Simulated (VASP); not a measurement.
# Ta (Fm-3m) in VASP: a series of runs

Ta is run at these levels: LDA; tasks: single point, relaxation of cell and atoms.

Everything below comes from runs of VASP 6.6.1. Logs are shortened: lines on timing, memory, paths and dates and some standing lists are left out, and cuts for length are marked.

### 1 The cell of the first run

It takes space group Fm-3m (No. 225, cubic). Conventional cell: a = 4.196 Å, b = 4.196 Å, c = 4.196 Å, α = 90.00°, β = 90.00°, γ = 90.00°. Ta (site symmetry m-3m) has 12 Ta at 2.97 Å within 3.9 Å.

### 2 Single point, LDA (volume scaled by 1.04)

File INCAR:

```
SYSTEM = Ta
PREC = Accurate
ENCUT = 520
EDIFF = 1E-6
ISMEAR = -1
SIGMA = 0.1
LREAL = .False.
LASPH = .True.
NELM = 100
ALGO = Normal
ISIF = 2
LWAVE = .False.
LCHARG = .False.
GGA = CA
NBANDS = 12
```

File KPOINTS:

```
regular mesh
0
Gamma
  15 15 15
  0 0 0
```

File POSCAR:

```
Ta
1.0
    0.0000000000      2.0979620991      2.0979620991
    2.0979620991      0.0000000000      2.0979620991
    2.0979620991      2.0979620991      0.0000000000
Ta
1
Direct
    0.0000000000      0.0000000000      0.0000000000
```

Potentials or basis: VASP PAW LDA potentials, release 64 (Ta_pv).

The run is started by

```
$ cat potpaw_LDA.64/Ta_pv/POTCAR > POTCAR
$ mpirun -np 1 vasp_std > vasp.out
```

OUTCAR:

```text
SYSTEM = Ta
   PREC = Accurate
   ENCUT = 520
   EDIFF = 1E-6
   ISMEAR = -1
   LREAL = .False.
   LASPH = .True.
   NELM = 100
   ISIF = 2
   GGA = CA

 ion  position               nearest neighbor table
   1  0.000  0.000  0.000-

  LATTYP: Found a face centered cubic cell.
 ALAT       =     4.1959241982

  Lattice vectors:

 A1 = (   0.0000000000,   2.0979620991,   2.0979620991)
 A2 = (   2.0979620991,   0.0000000000,   2.0979620991)
 A3 = (   2.0979620991,   2.0979620991,   0.0000000000)

Analysis of symmetry for initial positions (statically):
=====================================================================
 Subroutine PRICEL returns:
 Original cell was already a primitive cell.

 Routine SETGRP: Setting up the symmetry group for a
 face centered cubic supercell.

 Subroutine GETGRP returns: Found 48 space group operations
 (whereof 48 operations were pure point group operations)
 out of a pool of 48 trial point group operations.

The static configuration has the point symmetry O_h .

Analysis of symmetry for dynamics (positions and initial velocities):
=====================================================================
 Subroutine PRICEL returns:
 Original cell was already a primitive cell.

 Routine SETGRP: Setting up the symmetry group for a
 face centered cubic supercell.

 Subroutine GETGRP returns: Found 48 space group operations
 (whereof 48 operations were pure point group operations)
 out of a pool of 48 trial point group operations.

The dynamic configuration has the point symmetry O_h .

 Subroutine INISYM returns: Found 48 space group operations
 (whereof 48 operations are pure point group operations),
 and found     1 'primitive' translations

----------------------------------------------------------------------------------------

                                     Primitive cell

  volume of cell :      18.4681

  direct lattice vectors                    reciprocal lattice vectors
     0.000000000  2.097962099  2.097962099    -0.238326517  0.238326517  0.238326517
     2.097962099  0.000000000  2.097962099     0.238326517 -0.238326517  0.238326517
     2.097962099  2.097962099  0.000000000     0.238326517  0.238326517 -0.238326517

  length of vectors
     2.966966454  2.966966454  2.966966454     0.412793636  0.412793636  0.412793636

  position of ions in fractional coordinates (direct lattice)
     0.000000000  0.000000000  0.000000000

  ion indices of the primitive-cell ions
   primitive index   ion index
                 1           1

----------------------------------------------------------------------------------------

 KPOINTS: regular mesh

Automatic generation of k-mesh.
 Grid dimensions read from file:
 generate k-points for:   15   15   15

 Generating k-lattice:

  Cartesian coordinates                     Fractional coordinates (reciprocal lattice)
    -0.015888434  0.015888434  0.015888434     0.066666667  0.000000000  0.000000000
     0.015888434 -0.015888434  0.015888434     0.000000000  0.066666667  0.000000000
     0.015888434  0.015888434 -0.015888434     0.000000000  0.000000000  0.066666667

  Length of vectors
     0.027519576  0.027519576  0.027519576

  Shift w.r.t. Gamma in fractional coordinates (k-lattice)
     0.000000000  0.000000000  0.000000000

 Subroutine IBZKPT returns following result:
 ===========================================

 Found    120 irreducible k-points:

 Following reciprocal coordinates:
            Coordinates               Weight
  0.000000  0.000000  0.000000      1.000000
  0.066667  0.000000  0.000000      8.000000
  0.133333  0.000000  0.000000      8.000000
  0.200000  0.000000  0.000000      8.000000
  0.266667  0.000000  0.000000      8.000000
  0.333333  0.000000  0.000000      8.000000
[... 16 lines left out ...]
  0.133333  0.133333  0.000000      6.000000
  0.200000  0.133333  0.000000     24.000000
 [... further k-points ...]
   k-points           NKPTS =    120   k-points in BZ     NKDIM =    120   number of bands    NBANDS=     12
   number of dos      NEDOS =    301   number of ions     NIONS =      1
   total plane-waves  NPLWV =  13824
   dimension x,y,z NGX =    24 NGY =   24 NGZ =   24
   dimension x,y,z NGXF=    48 NGYF=   48 NGZF=   48
   ions per type =               1
   NGX,Y,Z   is equivalent  to a cutoff of  13.45, 13.45, 13.45 a.u.
   NGXF,Y,Z  is equivalent  to a cutoff of  26.90, 26.90, 26.90 a.u.
 SYSTEM =  Ta
   PREC   = accura    normal or accurate (medium, high low for compatibility)
   ISTART =      0    job   : 0-new  1-cont  2-samecut
   ICHARG =      2    charge: 1-file 2-atom 10-const
   ISPIN  =      1    spin polarized calculation?
   LNONCOLLINEAR =      F non collinear calculations
   LSORBIT =      F    spin-orbit coupling
   LASPH  =      T    aspherical Exc in radial PAW
   ENCUT  =  520.0 eV  38.22 Ry    6.18 a.u.   5.52  5.52  5.52*2*pi/ulx,y,z
   NELM   =    100;   NELMIN=  2; NELMDL= -5     # of ELM steps
   EDIFF  = 0.1E-05   stopping-criterion for ELM
   LREAL  =      F    real-space projection
   EDIFFG = 0.1E-04   stopping-criterion for IOM
   NSW    =      0    number of steps for IOM
   IBRION =     -1    ionic relax: 0-MD 1-quasi-New 2-CG
   NFREE  =      0    steps in history (QN), initial steepest desc. (CG)
   ISIF   =      2    stress and relaxation
   ISYM   =      2    0-nonsym 1-usesym 2-fastsym
   POTIM  = 0.5000    time-step for ionic-motion
   TEBEG  =    0.0;   TEEND  =   0.0 temperature during run
   PSTRESS=    0.0 pullay stress
   NELECT =      11.0000    total number of electrons
   NUPDOWN=      -1.0000    fix difference up-down
   EMIN   =  10.00;   EMAX   =-10.00  energy-range for DOS
   EFERMI =   0.00;   METHOD = LEGACY
   ISMEAR =    -1;   SIGMA  =   0.10  broadening in eV -4-tet -1-fermi 0-gaus
   EFERMI_NEDOS =   21; number of points for ismear=-14 and -15
   IALGO  =     38    algorithm
   IMIX   =      4    mixing-type and parameters
     AMIX     =   0.40;   BMIX     =  1.00
     AMIX_MAG =   1.60;   BMIX_MAG =  1.00
  volume/ion in A,a.u.               =      18.47       124.63
  Fermi-wavevector in a.u.,A,eV,Ry     =   1.377415  2.602937 25.813948  1.897272
  Thomas-Fermi vector in A             =   2.502570
   LORBIT       =      0    0 simple, 1 ext, 2 COOP (PROOUT), +10 PAW based schemes
   GGA     = CA    functional components
   LHFCALC =     F    Hartree Fock is set to
   AEXX    =    0.0000 exact exchange contribution
   IVDW    =     0    specifies the selected vdW correction
   LEPSILON=     F    determine dielectric tensor
   LRPA    =     F    only Hartree local field effects (RPA)
 non-spin polarized calculation
  energy-cutoff  :      520.00
  volume of cell :       18.47
 maximum number of plane-waves:       531
 NGX is ok and might be reduce to    24
   NGX = 11   NGY = 11   NGZ = 11

 number of electron      11.0000001 magnetization

 Free energy of the ion-electron system (eV)
  ---------------------------------------------------
  ext. energy  EPLUGINS =         0.00000000
  ---------------------------------------------------
  free energy    TOTEN  =       -12.54102934 eV

  energy without entropy =      -12.49787053  energy(sigma->0) =      -12.51944994

 E-fermi :   5.5745     XC(G=0): -12.6719

 val. band max:        5.5654400679   @ k =   0.4667   0.1333   0.0667
 cond. band min:       5.5974484599   @ k =   0.4000   0.1333   0.0667
 fundamental gap:      0.0320083920
 Fermi energy:         5.5745243853

 k-point     1 :       0.0000    0.0000    0.0000
  band No.  band energies     occupation
      1     -27.8201      2.00000
      2     -27.8201      2.00000
      3     -27.8201      2.00000
      4      -2.5556      2.00000
      5       5.9536      0.04417
      6       5.9536      0.04417
      7       5.9536      0.04417
      8       8.9777      0.00000
      9       8.9777      0.00000
     10      18.1751      0.00000
     11      18.7542      0.00000
     12      23.0444      0.00000

 k-point     2 :       0.0667    0.0000    0.0000
  band No.  band energies     occupation
      1     -27.8711      2.00000
      2     -27.8265      2.00000
      3     -27.8265      2.00000
      4      -2.3726      2.00000
      5       5.7998      0.19021
      6       6.0403      0.01880
      7       6.0403      0.01880
      8       8.8932      0.00000
      9       8.8932      0.00000
     10      18.5550      0.00000
     11      18.7541      0.00000
     12      22.1755      0.00000

 k-point     3 :       0.1333    0.0000    0.0000
  band No.  band energies     occupation
      1     -28.0134      2.00000
      2     -27.8446      2.00000
      3     -27.8446      2.00000
      4      -1.8509      2.00000
      5       5.4257      1.63159
      6       6.2483      0.00237
      7       6.2483      0.00237
      8       8.7317      0.00000
      9       8.7317      0.00000
     10      18.7533      0.00000
     11      19.4633      0.00000
     12      20.8743      0.00000

 k-point     4 :       0.2000    0.0000    0.0000
  band No.  band energies     occupation
      1     -28.2177      2.00000
      2     -27.8711      2.00000
      3     -27.8711      2.00000
      4      -1.0800      2.00000
      5       5.0298      1.99142
      6       6.4002      0.00052
      7       6.4002      0.00052
      8       8.7524      0.00000
      9       8.7524      0.00000
     10      18.7468      0.00000
     11      19.0708      0.00000
     12      21.3299      0.00000

 k-point     5 :       0.2667    0.0000    0.0000
  band No.  band energies     occupation
      1     -28.4453      2.00000
      2     -27.9013      2.00000
      3     -27.9013      2.00000
      4      -0.2331      2.00000
      5       4.8437      1.99866
      6       6.3167      0.00120
      7       6.3167      0.00120
      8       9.1923      0.00000
      9       9.1923      0.00000
     10      17.9700      0.00000
     11      18.7579      0.00000
     12      22.0235      0.00000

 k-point     6 :       0.3333    0.0000    0.0000
  band No.  band energies     occupation
      1     -28.6563      2.00000
      2     -27.9300      2.00000
      3     -27.9300      2.00000
      4       0.4374      2.00000
      5       5.0852      1.98512
      6       6.0813      0.01251
      7       6.0813      0.01251
      8       9.9567      0.00000
      9       9.9567      0.00000
     10      17.0616      0.00000
     11      18.7549      0.00000
     12      20.7382      0.00000

 k-point     7 :       0.4000    0.0000    0.0000
  band No.  band energies     occupation
      1     -28.8170      2.00000
      2     -27.9522      2.00000
      3     -27.9522      2.00000
      4       0.7784      2.00000
      5       5.7423      0.31480
      6       5.8562      0.11290
      7       5.8562      0.11290
      8      10.7703      0.00000
      9      10.7703      0.00000
     10      16.3480      0.00000
     11      18.7341      0.00000
     12      18.9678      0.00000

 k-point     8 :       0.4667    0.0000    0.0000
  band No.  band energies     occupation
      1     -28.9035      2.00000
      2     -27.9644      2.00000
      3     -27.9644      2.00000
      4       0.8848      2.00000
      5       5.7273      0.35675
      6       5.7273      0.35675
      7       6.3593      0.00078
      8      11.3154      0.00000
      9      11.3154      0.00000
     10      15.8486      0.00000
     11      17.8748      0.00000
     12      18.7620      0.00000
[... 166 lines left out ...]
 k-point    20 :      -0.2000    0.0667    0.0000
  band No.  band energies     occupation
      1     -28.3011      2.00000
      2     -27.9280      2.00000
      3     -27.8686      2.00000
      4      -0.6462      2.00000
      5       4.8170      1.99897
      6       6.3414      0.00093
      7       6.5500      0.00012
      8       8.2752      0.00000
      9       9.4331      0.00000
     10      18.7422      0.00000
     11      19.0115      0.00000
     12      21.8534      0.00000

 k-point    21 :      -0.1333    0.0667    0.0000
  band No.  band energies     occupation
      1     -28.0954      2.00000
      2     -27.8915      2.00000
      3     -27.8436      2.00000
      4      -1.4642      2.00000
      5       5.1578      1.96948
      6       6.3639      0.00075
      7       6.4212      0.00042
      8       8.2565      0.00000
      9       9.0757      0.00000
     10      18.7527      0.00000
     11      19.9538      0.00000
     12      20.7283      0.00000

 k-point    22 :      -0.0667    0.0667    0.0000
  band No.  band energies     occupation
      1     -27.9418      2.00000
      2     -27.8556      2.00000
      3     -27.8286      2.00000
      4      -2.0757      2.00000
      5       5.5509      1.11780
      6       6.1676      0.00530
      7       6.2008      0.00380
      8       8.5746      0.00000
      9       8.9816      0.00000
     10      18.7538      0.00000
     11      19.1471      0.00000
     12      21.5007      0.00000

 k-point    23 :       0.1333    0.1333    0.0000
  band No.  band energies     occupation
      1     -28.0084      2.00000
      2     -27.8869      2.00000
      3     -27.8869      2.00000
      4      -1.6135      2.00000
      5       5.0539      1.98910
      6       6.5373      0.00013
      7       6.5373      0.00013
      8       7.8253      0.00000
      9       9.3100      0.00000
     10      18.7535      0.00000
     11      20.0864      0.00000
     12      21.8816      0.00000

 k-point    24 :       0.2000    0.1333    0.0000
  band No.  band energies     occupation
      1     -28.1415      2.00000
      2     -27.9206      2.00000
      3     -27.9116      2.00000
      4      -1.0286      2.00000
      5       4.6646      1.99978
      6       6.6760      0.00003
      7       6.8241      0.00001
      8       7.5654      0.00000
      9       9.4766      0.00000
     10      18.7531      0.00000
     11      20.9245      0.00000
     12      21.3728      0.00000

 [... further k-points ...]
[... 5 lines left out ...]
  --------------------------------------------------------------------------------------
  -------------------------------------------------------------------------------------
  Total       -0.7974737     -0.7974737     -0.7974737     -0.0000000      0.0000000     -0.0000000
  in kB      -69.1837412    -69.1837412    -69.1837412     -0.0000000      0.0000000     -0.0000000
  external PRESSURE =     -69.1837412 kB  Pullay stress =       0.0000000 kB

 VOLUME and BASIS-vectors are now :
 -----------------------------------------------------------------------------
  energy-cutoff  :      520.00
  volume of cell :       18.47
      direct lattice vectors                 reciprocal lattice vectors
     0.000000000  2.097962099  2.097962099    -0.238326517  0.238326517  0.238326517
     2.097962099  0.000000000  2.097962099     0.238326517 -0.238326517  0.238326517
     2.097962099  2.097962099  0.000000000     0.238326517  0.238326517 -0.238326517

 POSITION                                       TOTAL-FORCE (eV/Angst)
 -----------------------------------------------------------------------------------
      0.00000      0.00000      0.00000         0.000000      0.000000      0.000000
 -----------------------------------------------------------------------------------
    total drift:                               -0.000000     -0.000000     -0.000000

  FREE ENERGIE OF THE ION-ELECTRON SYSTEM (eV)
  ---------------------------------------------------
  free  energy   TOTEN  =       -12.5410293426 eV

  energy  without entropy=      -12.4978705290  energy(sigma->0) =      -12.51944994
```

It took 23 s on 1 thread of Intel Xeon 8259CL, shared host; peak memory 0.14 GiB.

Results:

| Quantity | Value |
| --- | --- |
| Free energy | -12.5410 eV |
| Pressure | -6.9 GPa |

Caveat: spin-orbit coupling is left out, which moves the levels of the heavy elements.

(Part 1 of 3 ends here.)
